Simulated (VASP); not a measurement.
A run of VASP 6.6.1 is set up as follows.

INCAR

```
ALGO = Normal
EDIFF = 1E-6
ENCUT = 520
GGA = PE
ISIF = 2
ISMEAR = -1
LASPH = T
LCHARG = F
LREAL = F
LWAVE = F
NBANDS = 11
NELM = 60
PREC = Accurate
SIGMA = 0.02
```

File KPOINTS:

```
k-points
0
Gamma
  10 10 10
```

Contents of POSCAR:

```
BeS
1.0
    0.0000000000      2.4343062282      2.4343062282
    2.3734485725      0.0000000000      2.4343062282
    2.3734485725      2.4343062282      0.0000000000
Be S
1 1
Direct
    0.0000000000      0.0000000000      0.0000000000
    0.2500000000      0.2500000000      0.2500000000
```

Potentials or basis: VASP PAW PBE potentials, release 64 (Be, S).

Launch:

```bash
$ cat potpaw_PBE.64/Be/POTCAR potpaw_PBE.64/S/POTCAR > POTCAR
$ mpirun -np 1 vasp_std > vasp.out
```

**Question.** Estimate the band gap on the k mesh.

**Answer.** 2.86 eV (least direct gap 5.56 eV).

**Question.** Predict the pressure.

**Answer.** 2.9 GPa.

Stress tensor (GPa, compression positive):
```
4.53 0.00 0.00
0.00 2.16 0.00
0.00 0.00 2.16
```

Caveat: the cell differs from its parent crystal (uniaxial x strain -2.5%). A k mesh can miss the band edges.
